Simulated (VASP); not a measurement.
# Si (Ibca) in VASP: single point with r2SCAN

Aim: the single point of Si with r2SCAN.

Everything below comes from runs of VASP 6.6.1. Logs are shortened: lines on timing, memory, paths and dates and some standing lists are left out, and cuts for length are marked.

**1. The cell of the first run**

Symmetry: Ibca, No. 73, orthorhombic system. The conventional cell has a = 6.813 Å, b = 6.813 Å, c = 6.980 Å, α = 90.00°, β = 90.00°, γ = 90.00°. Si (site symmetry 1) has 4 Si at 2.40 to 2.50 Å within 3.2 Å.

**2. Single point, r2SCAN (strain +0.025 along x and y, +0.050 along z)**

Contents of POSCAR:

```
Si
1.0
   -3.4067049100      3.4067049100      3.4897952736
    3.4067049100     -3.4067049100      3.4897952736
    3.4067049100      3.4067049100     -3.4897952736
Si
8
Direct
    0.2013996517      0.2013996517      0.2013996517
    0.5000000000      0.0000000000      0.2986003483
    0.2986003483      0.5000000000      0.0000000000
    0.0000000000      0.2986003483      0.5000000000
    0.7986003483      0.7986003483      0.7986003483
    0.5000000000      0.0000000000      0.7013996517
    0.7013996517      0.5000000000      0.0000000000
    0.0000000000      0.7013996517      0.5000000000
```

Contents of INCAR.step1:

```
SYSTEM = Si
ALGO = Normal ; EDIFF = 1E-4
ENCUT = 520 ; GGA = PE
ISMEAR = 0 ; LASPH = .True.
LCHARG = .False. ; LREAL = .False.
LWAVE = .True. ; NBANDS = 26
NELM = 80 ; PREC = Accurate
SIGMA = 0.15
```

Contents of INCAR.step2:

```
SYSTEM = Si
ALGO = Normal ; EDIFF = 1E-6
ENCUT = 520 ; ISIF = 2
ISMEAR = 0 ; ISTART = 1
LASPH = .True. ; LCHARG = .False.
LMIXTAU = .True. ; LREAL = .False.
LWAVE = .False. ; METAGGA = R2SCAN
NBANDS = 26 ; NELM = 80
PREC = Accurate ; SIGMA = 0.15
```

Contents of KPOINTS:

```
k-points
0
Gamma
  8 8 8
  0 0 0
```

Potentials or basis: VASP PAW PBE potentials, release 64 (Si).

Command:

```bash
cat potpaw_PBE.64/Si/POTCAR > POTCAR
cp INCAR.step1 INCAR
mpirun -np 1 vasp_std > vasp.out
cp INCAR.step2 INCAR
mpirun -np 1 vasp_std > vasp.out
```

OUTCAR:

```text
SYSTEM = Si
   EDIFF = 1E-6
   ENCUT = 520
   ISIF = 2
   ISMEAR = 0
   ISTART = 1
   LASPH = .True.
   LREAL = .False.
   METAGGA = R2SCAN
   NELM = 80
   PREC = Accurate

 ion  position               nearest neighbor table
   1  0.201  0.201  0.201-   5 2.40   2 2.45   4 2.47   3 2.50
   2  0.500  0.000  0.299-   6 2.40   1 2.45   3 2.47   4 2.50
   3  0.299  0.500  0.000-   7 2.40   4 2.45   2 2.47   1 2.50
   4  0.000  0.299  0.500-   8 2.40   3 2.45   1 2.47   2 2.50
   5  0.799  0.799  0.799-   1 2.40   6 2.45   8 2.47   7 2.50
   6  0.500  0.000  0.701-   2 2.40   5 2.45   7 2.47   8 2.50
   7  0.701  0.500  0.000-   3 2.40   8 2.45   6 2.47   5 2.50
   8  0.000  0.701  0.500-   4 2.40   7 2.45   5 2.47   6 2.50

  LATTYP: Found a body centered tetragonal cell.
 ALAT       =     6.8134098200
 C/A-ratio  =     1.0243902439

  Lattice vectors:

 A1 = (  -3.4067049100,   3.4067049100,   3.4897952736)
 A2 = (   3.4067049100,  -3.4067049100,   3.4897952736)
 A3 = (   3.4067049100,   3.4067049100,  -3.4897952736)

Analysis of symmetry for initial positions (statically):
=====================================================================
 Subroutine PRICEL returns:
 Original cell was already a primitive cell.

 Routine SETGRP: Setting up the symmetry group for a
 body centered tetragonal supercell.

 Subroutine GETGRP returns: Found  8 space group operations
 (whereof  2 operations were pure point group operations)
 out of a pool of 16 trial point group operations.

The static configuration has the point symmetry S_2 .
 The point group associated with its full space group is D_2h.

Analysis of symmetry for dynamics (positions and initial velocities):
=====================================================================
 Subroutine PRICEL returns:
 Original cell was already a primitive cell.

 Routine SETGRP: Setting up the symmetry group for a
 body centered tetragonal supercell.

 Subroutine GETGRP returns: Found  8 space group operations
 (whereof  2 operations were pure point group operations)
 out of a pool of 16 trial point group operations.

The dynamic configuration has the point symmetry S_2 .
 The point group associated with its full space group is D_2h.

 Subroutine INISYM returns: Found  8 space group operations
 (whereof  2 operations are pure point group operations),
 and found     1 'primitive' translations

----------------------------------------------------------------------------------------

                                     Primitive cell

  volume of cell :     162.0052

  direct lattice vectors                    reciprocal lattice vectors
    -3.406704910  3.406704910  3.489795274     0.000000000  0.146769390  0.143274880
     3.406704910 -3.406704910  3.489795274     0.146769390  0.000000000  0.143274880
     3.406704910  3.406704910 -3.489795274     0.146769390  0.146769390  0.000000000

  length of vectors
     5.948945095  5.948945095  5.948945095     0.205107155  0.205107155  0.207563261

  position of ions in fractional coordinates (direct lattice)
     0.201399652  0.201399652  0.201399652
     0.500000000  0.000000000  0.298600348
     0.298600348  0.500000000  0.000000000
     0.000000000  0.298600348  0.500000000
     0.798600348  0.798600348  0.798600348
     0.500000000  0.000000000  0.701399652
     0.701399652  0.500000000  0.000000000
     0.000000000  0.701399652  0.500000000

  ion indices of the primitive-cell ions
   primitive index   ion index
                 1           1
                 2           2
                 3           3
                 4           4
                 5           5
                 6           6
                 7           7
                 8           8

----------------------------------------------------------------------------------------

 KPOINTS: k-points

Automatic generation of k-mesh.
 Grid dimensions read from file:
 generate k-points for:    8    8    8

 Generating k-lattice:

  Cartesian coordinates                     Fractional coordinates (reciprocal lattice)
     0.000000000  0.018346174  0.017909360     0.125000000  0.000000000  0.000000000
     0.018346174  0.000000000  0.017909360     0.000000000  0.125000000  0.000000000
     0.018346174  0.018346174  0.000000000     0.000000000  0.000000000  0.125000000

  Length of vectors
     0.025638394  0.025638394  0.025945408

  Shift w.r.t. Gamma in fractional coordinates (k-lattice)
     0.000000000  0.000000000  0.000000000

 Subroutine IBZKPT returns following result:
 ===========================================

 Found     95 irreducible k-points:

 Following reciprocal coordinates:
            Coordinates               Weight
  0.000000  0.000000  0.000000      1.000000
  0.125000  0.000000  0.000000      4.000000
  0.000000  0.125000  0.000000      4.000000
  0.250000  0.000000  0.000000      4.000000
  0.000000  0.250000  0.000000      4.000000
  0.375000  0.000000 -0.000000      4.000000
[... 16 lines left out ...]
  0.375000  0.250000  0.000000      8.000000
  0.000000 -0.375000 -0.250000      8.000000
 [... further k-points ...]
   k-points           NKPTS =     95   k-points in BZ     NKDIM =     95   number of bands    NBANDS=     26
   number of dos      NEDOS =    301   number of ions     NIONS =      8
   total plane-waves  NPLWV = 110592
   dimension x,y,z NGX =    48 NGY =   48 NGZ =   48
   dimension x,y,z NGXF=    96 NGYF=   96 NGZF=   96
   ions per type =               8
   NGX,Y,Z   is equivalent  to a cutoff of  13.41, 13.41, 13.41 a.u.
   NGXF,Y,Z  is equivalent  to a cutoff of  26.83, 26.83, 26.83 a.u.
 SYSTEM =  Si
   PREC   = accura    normal or accurate (medium, high low for compatibility)
   ISTART =      1    job   : 0-new  1-cont  2-samecut
   ICHARG =      0    charge: 1-file 2-atom 10-const
   ISPIN  =      1    spin polarized calculation?
   LNONCOLLINEAR =      F non collinear calculations
   LSORBIT =      F    spin-orbit coupling
   LASPH  =      T    aspherical Exc in radial PAW
   ENCUT  =  520.0 eV  38.22 Ry    6.18 a.u.  11.06 11.06 11.06*2*pi/ulx,y,z
   NELM   =     80;   NELMIN=  2; NELMDL=  0     # of ELM steps
   EDIFF  = 0.1E-05   stopping-criterion for ELM
   LREAL  =      F    real-space projection
   EDIFFG = 0.1E-04   stopping-criterion for IOM
   NSW    =      0    number of steps for IOM
   IBRION =     -1    ionic relax: 0-MD 1-quasi-New 2-CG
   NFREE  =      0    steps in history (QN), initial steepest desc. (CG)
   ISIF   =      2    stress and relaxation
   ISYM   =      2    0-nonsym 1-usesym 2-fastsym
   POTIM  = 0.5000    time-step for ionic-motion
   TEBEG  =    0.0;   TEEND  =   0.0 temperature during run
   PSTRESS=    0.0 pullay stress
   NELECT =      32.0000    total number of electrons
   NUPDOWN=      -1.0000    fix difference up-down
   EMIN   =  10.00;   EMAX   =-10.00  energy-range for DOS
   EFERMI =   0.00;   METHOD = LEGACY
   ISMEAR =     0;   SIGMA  =   0.15  broadening in eV -4-tet -1-fermi 0-gaus
   EFERMI_NEDOS =   21; number of points for ismear=-14 and -15
   IALGO  =     38    algorithm
   IMIX   =      4    mixing-type and parameters
     AMIX     =   0.40;   BMIX     =  1.00
     AMIX_MAG =   1.60;   BMIX_MAG =  1.00
  volume/ion in A,a.u.               =      20.25       136.66
  Fermi-wavevector in a.u.,A,eV,Ry     =   0.953415  1.801692 12.367690  0.909000
  Thomas-Fermi vector in A             =   2.082068
   LORBIT       =      0    0 simple, 1 ext, 2 COOP (PROOUT), +10 PAW based schemes
   METAGGA = R2SCAN    functional components
   LHFCALC =     F    Hartree Fock is set to
   AEXX    =    0.0000 exact exchange contribution
   IVDW    =     0    specifies the selected vdW correction
   LEPSILON=     F    determine dielectric tensor
   LRPA    =     F    only Hartree local field effects (RPA)
 non-spin polarized calculation
 Gauss-broadening in eV      SIGMA  =   0.15
  energy-cutoff  :      520.00
  volume of cell :      162.01
 maximum number of plane-waves:      4404
 NGX is ok and might be reduce to    48
   NGX = 23   NGY = 23   NGZ = 23

 number of electron      32.0000000 magnetization

 Free energy of the ion-electron system (eV)
  ---------------------------------------------------
  ext. energy  EPLUGINS =         0.00000000
  ---------------------------------------------------
  free energy    TOTEN  =       -68.22857519 eV

  energy without entropy =      -68.22514702  energy(sigma->0) =      -68.22686110

 E-fermi :   6.0473     XC(G=0):  -9.9742

 val. band max:        5.9968533164   @ k =  -0.3750   0.5000   0.5000
 cond. band min:       6.0488496226   @ k =   0.5000   0.5000   0.5000
 fundamental gap:      0.0519963062
 Fermi energy:         6.0473201835

 k-point     1 :       0.0000    0.0000    0.0000
  band No.  band energies     occupation
      1      -6.5543      2.00000
      2      -2.5103      2.00000
      3      -2.1993      2.00000
      4      -2.1485      2.00000
      5      -1.9888      2.00000
      6      -0.4735      2.00000
[... 18 lines left out ...]
     25      11.3987      0.00000
     26      12.1299      0.00000

 k-point     2 :       0.1250    0.0000    0.0000
  band No.  band energies     occupation
      1      -6.4628      2.00000
      2      -2.8241      2.00000
      3      -2.4807      2.00000
      4      -2.2110      2.00000
      5      -1.9470      2.00000
      6      -0.5861      2.00000
[... 18 lines left out ...]
     25      11.3570      0.00000
     26      11.7131      0.00000

 k-point     3 :       0.0000    0.1250    0.0000
  band No.  band energies     occupation
      1      -6.4628      2.00000
      2      -2.8083      2.00000
      3      -2.4392      2.00000
      4      -2.3297      2.00000
      5      -1.8849      2.00000
      6      -0.5504      2.00000
[... 18 lines left out ...]
     25      11.3690      0.00000
     26      11.5212      0.00000

 k-point     4 :       0.2500    0.0000    0.0000
  band No.  band energies     occupation
      1      -6.1898      2.00000
      2      -3.5393      2.00000
      3      -2.8319      2.00000
      4      -2.5783      2.00000
      5      -1.6680      2.00000
      6      -0.8355      2.00000
[... 18 lines left out ...]
     25      11.0388      0.00000
     26      11.2922      0.00000

 k-point     5 :       0.0000    0.2500    0.0000
  band No.  band energies     occupation
      1      -6.1900      2.00000
      2      -3.5385      2.00000
      3      -2.7718      2.00000
      4      -2.6435      2.00000
      5      -1.6804      2.00000
      6      -0.8270      2.00000
[... 18 lines left out ...]
     25      10.9099      0.00000
     26      11.1570      0.00000

 k-point     6 :       0.3750    0.0000   -0.0000
  band No.  band energies     occupation
      1      -5.7406      2.00000
      2      -4.3728      2.00000
      3      -2.9939      2.00000
      4      -2.8607      2.00000
      5      -1.4584      2.00000
      6      -1.0828      2.00000
[... 427 lines left out ...]
 k-point    21 :      -0.1250    0.1250    0.0000
  band No.  band energies     occupation
      1      -6.4602      2.00000
      2      -2.7776      2.00000
      3      -2.4324      2.00000
      4      -2.4016      2.00000
      5      -1.8852      2.00000
      6      -0.5320      2.00000
[... 18 lines left out ...]
     25      11.4647      0.00000
     26      11.6647      0.00000

 k-point    22 :       0.2500    0.2500    0.0000
  band No.  band energies     occupation
      1      -5.4870      2.00000
      2      -4.1367      2.00000
      3      -4.0831      2.00000
      4      -2.8989      2.00000
      5      -1.0906      2.00000
      6      -0.6917      2.00000
[... 18 lines left out ...]
     25      10.6314      0.00000
     26      10.7814      0.00000

 k-point    23 :       0.3750    0.2500    0.0000
  band No.  band energies     occupation
      1      -4.8918      2.00000
      2      -4.8442      2.00000
      3      -4.1776      2.00000
      4      -2.9804      2.00000
      5      -0.8878      2.00000
      6      -0.7078      2.00000
[... 18 lines left out ...]
     25      10.1585      0.00000
     26      10.5697      0.00000

 k-point    24 :       0.0000   -0.3750   -0.2500
  band No.  band energies     occupation
      1      -4.8908      2.00000
      2      -4.8473      2.00000
      3      -4.1730      2.00000
      4      -2.9794      2.00000
      5      -0.9175      2.00000
      6      -0.7137      2.00000
[... 18 lines left out ...]
     25      10.1516      0.00000
     26      10.5783      0.00000

 [... further k-points ...]

------------------------ aborting loop because EDIFF is reached ----------------------------------------

  FORCE on cell =-STRESS in cart. coord.  units (eV):
  Direction    XX          YY          ZZ          XY          YZ          ZX
  --------------------------------------------------------------------------------------
  -------------------------------------------------------------------------------------
  Total       -7.2334415     -7.1986167    -10.6890049      0.0000000      0.0000000      0.0000000
  in kB      -71.5363177    -71.1919118   -105.7106846      0.0000000      0.0000000      0.0000000
  external PRESSURE =     -82.8129714 kB  Pullay stress =       0.0000000 kB

 VOLUME and BASIS-vectors are now :
 -----------------------------------------------------------------------------
  energy-cutoff  :      520.00
  volume of cell :      162.01
      direct lattice vectors                 reciprocal lattice vectors
    -3.406704910  3.406704910  3.489795274     0.000000000  0.146769390  0.143274880
     3.406704910 -3.406704910  3.489795274     0.146769390  0.000000000  0.143274880
     3.406704910  3.406704910 -3.489795274     0.146769390  0.146769390  0.000000000

 POSITION                                       TOTAL-FORCE (eV/Angst)
 -----------------------------------------------------------------------------------
      0.68611      0.68611      0.70284        -0.217745     -0.287711     -0.220157
     -0.68611      2.72060      0.70284         0.217745      0.287711     -0.220157
      0.68611     -0.68611      2.78695        -0.217745      0.287711      0.220157
      2.72060      0.68611     -0.70284         0.217745     -0.287711      0.220157
      2.72060      2.72060      2.78695         0.217745      0.287711      0.220157
      0.68611      4.09281     -0.70284        -0.217745     -0.287711      0.220157
     -0.68611      0.68611      4.19264         0.217745     -0.287711     -0.220157
      4.09281     -0.68611      0.70284        -0.217745      0.287711     -0.220157
 -----------------------------------------------------------------------------------
    total drift:                               -0.000000      0.000000     -0.000000

  FREE ENERGIE OF THE ION-ELECTRON SYSTEM (eV)
  ---------------------------------------------------
  free  energy   TOTEN  =       -68.2285751922 eV

  energy  without entropy=      -68.2251470161  energy(sigma->0) =      -68.22686110
```

Wall time 12 min (1 thread of Intel Xeon 6975P-C (Granite Rapids), shared host); peak memory 0.52 GiB.

What came out:

```
Free energy            : -68.2286 eV
Pressure               : -8.3 GPa
Largest force          : 0.423 eV/Å
Band gap on the k mesh : 0.06 eV (least direct gap 0.11 eV)
```

Forces in eV/Å, atoms in the order of the input:
```
Si  -0.218 -0.288 -0.220
Si   0.218  0.288 -0.220
Si  -0.218  0.288  0.220
Si   0.218 -0.288  0.220
Si   0.218  0.288  0.220
Si  -0.218 -0.288  0.220
Si   0.218 -0.288 -0.220
Si  -0.218  0.288 -0.220
```

Stress tensor (GPa, compression positive):
```
 -7.15   0.00   0.00
  0.00  -7.12   0.00
  0.00   0.00 -10.57
```

Levels at points of the mesh, in eV from the valence-band top:
| k point | band 14 | band 15 | band 16 | band 17 | band 18 | band 19 |
| --- | --- | --- | --- | --- | --- | --- |
| (0.00, 0.00, 0.00) | -1.63 | -1.44 | -0.88 | 1.46 | 1.92 | 1.95 |
| (0.50, 0.00, 0.00) | -2.14 | -1.26 | -1.26 | 0.46 | 0.46 | 2.13 |
| (0.00, 0.50, 0.00) | -2.20 | -1.38 | -1.38 | 0.65 | 0.65 | 2.08 |
| (0.50, 0.50, 0.00) | -2.15 | -1.43 | -1.43 | 0.57 | 0.57 | 2.05 |
| (0.50, 0.50, 0.50) | -0.55 | -0.10 | 0.00 | 0.12 | 2.34 | 2.72 |

Caveat: the cell differs from its parent crystal (strain +0.025 along x and y, +0.050 along z); the cell stands under tension; the smearing spreads over this small gap; semilocal functionals underestimate gaps, and a narrow one can read as zero; the PAW data sets were made with another functional, which shifts forces and pressure a little.
